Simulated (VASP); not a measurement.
Input of a VASP 6.6.1 run:

Contents of INCAR:

```
PREC     = Accurate       # precision mode
ENCUT    = 520            # plane-wave cutoff, eV
EDIFF    = 1E-7           # SCF threshold, eV
ISMEAR   = 0              # smearing method
SIGMA    = 0.05           # smearing width, eV
LREAL    = F              # projectors in reciprocal space
LASPH    = T              # aspherical terms in the spheres
NELM     = 80             # most SCF steps
ALGO     = Normal         # electronic algorithm
ISIF     = 2              # what is computed and relaxed
LWAVE    = F              # write WAVECAR
LCHARG   = F              # write CHGCAR
GGA      = PE             # functional
NBANDS   = 15             # bands
```

Contents of KPOINTS:

```
regular mesh
0
Gamma
  8 8 8
```

POSCAR

```
KCl
1.0
    0.0000000000      3.1475197580      3.1475197580
    3.1475197580      0.0000000000      3.1475197580
    3.1475197580      3.1475197580      0.0000000000
K Cl
1 1
Direct
    0.0000000000      0.0000000000      0.0000000000
    0.5000000000      0.5000000000      0.5000000000
```

Potentials or basis: VASP PAW PBE potentials, release 64 (K_sv, Cl).

Launch:

```console
$ cat potpaw_PBE.64/K_sv/POTCAR potpaw_PBE.64/Cl/POTCAR > POTCAR
$ mpirun -np 1 vasp_std > vasp.out
```

Q: Estimate the band gap on the k mesh.

A: 5.18 eV, direct.

Q: Predict the pressure.

A: 0.8 GPa.

 A k mesh can miss the band edges.
